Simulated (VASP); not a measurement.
Wanted: the native input for a VASP 6.6.1 run.

```
Task                   : single point
Functional             : PBE
Potentials or basis    : VASP PAW PBE potentials, release 64 (Pt)
Cutoff                 : 520 eV
k mesh                 : 22 × 22 × 22
Occupations            : gaussian, width 0.15 eV
Spin                   : no spin polarisation
Dipole correction      : no
Further INCAR settings : ALGO = Normal; EDIFF = 1e-06; NBANDS = 11
```

The structure of Pt lies in POSCAR:

```
Pt
1.0
   -1.5208512000      1.5208512000      1.4574824000
    1.5208512000     -1.5208512000      1.4574824000
    1.5208512000      1.5208512000     -1.4574824000
Pt
1
Direct
    0.0000000000      0.0000000000      0.0000000000
```

This cell differs from its parent crystal: strain -0.040 along x and y, -0.080 along z.

One way to write it, as run:

INCAR

```
PREC = Accurate
ENCUT = 520
EDIFF = 1E-6
ISMEAR = 0
SIGMA = 0.15
LREAL = F
LASPH = T
NELM = 80
ALGO = Normal
ISIF = 2
LWAVE = F
LCHARG = F
GGA = PE
NBANDS = 11
```

KPOINTS

```
Automatic mesh
0
Gamma
  22 22 22
```

Potentials or basis: VASP PAW PBE potentials, release 64 (Pt).

Run with:

```sh
$ cat potpaw_PBE.64/Pt/POTCAR > POTCAR
$ mpirun -np 1 vasp_std > vasp.out
```

It gave:

```yaml
Pressure: 58.2 GPa
Band_gap_on_the_k_mesh: zero (band 5 reaches 14.67 eV, above the bottom of band 6 at 11.79 eV)
```

Caveat: the cell differs from its parent crystal (strain -0.040 along x and y, -0.080 along z); spin-orbit coupling is left out, which moves the levels of the heavy elements.

Wall time 45 s on 1 thread of Intel(R) Xeon(R) Platinum 8559C (Emerald Rapids), with other jobs on the host, peak memory 0.23 GiB.
